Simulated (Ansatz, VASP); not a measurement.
One calculation of Ga, two programs

File INCAR:

```
SYSTEM = Ga
ALGO = Normal
EDIFF = 1E-8
ENCUT = 520
GGA = PE
ISIF = 2
ISMEAR = -1
LASPH = .True.
LCHARG = .False.
LEFG = .True.
LREAL = .False.
LWAVE = .False.
NBANDS = 12
NELM = 80
PREC = Accurate
SIGMA = 0.05
```

KPOINTS

```
k-points
0
Gamma
  17 17 17
  0 0 0
```

Contents of POSCAR:

```
Ga
1.0
    0.0000000000      2.1589443897      2.1589443897
    2.1589443897      0.0000000000      2.1589443897
    2.1589443897      2.1589443897      0.0000000000
Ga
1
Direct
    0.0000000000      0.0000000000      0.0000000000
```

Input for Ansatz:

```yaml
crystal:
  lattice:
    - [0.0, 2.1589443897, 2.1589443897]
    - [2.1589443897, 0.0, 2.1589443897]
    - [2.1589443897, 2.1589443897, 0.0]
  atoms:
    - { symbol: Ga, position: [0.0, 0.0, 0.0] }
kpoints:
  mp_grid: { grid: [17, 17, 17] }
scf:
  occupations: { method: fermi_dirac, width: 0.05 }
hamiltonian:
  xc: pbe
  pseudopotentials: { kind: all_electron, datasets: crystal }
output:
  forces: true
  stress: true
  eigenvalues: true
  efg: { contact_densities: true }
```

Change from the starting cell: volume scaled by 1.06, crystal datasets.

Alike in both runs: task electric field gradients; functional PBE; k mesh 17 × 17 × 17; occupations fermi-dirac, width 0.05 eV; no spin polarisation.

|  | VASP | Ansatz |
| --- | --- | --- |
| version | VASP 6.6.1 | Ansatz 0.2.0 |
| potentials or method | VASP PAW PBE potentials, release 64 (Ga_d), cutoff 520 eV | all-electron PAW with datasets made for the crystal, scalar-relativistic |

```csv
,VASP,Ansatz,Ansatz less VASP
pressure (GPa),-2.4,-2.4,-0.04
```

Ansatz ran all-electron here, and VASP with PAW potentials.
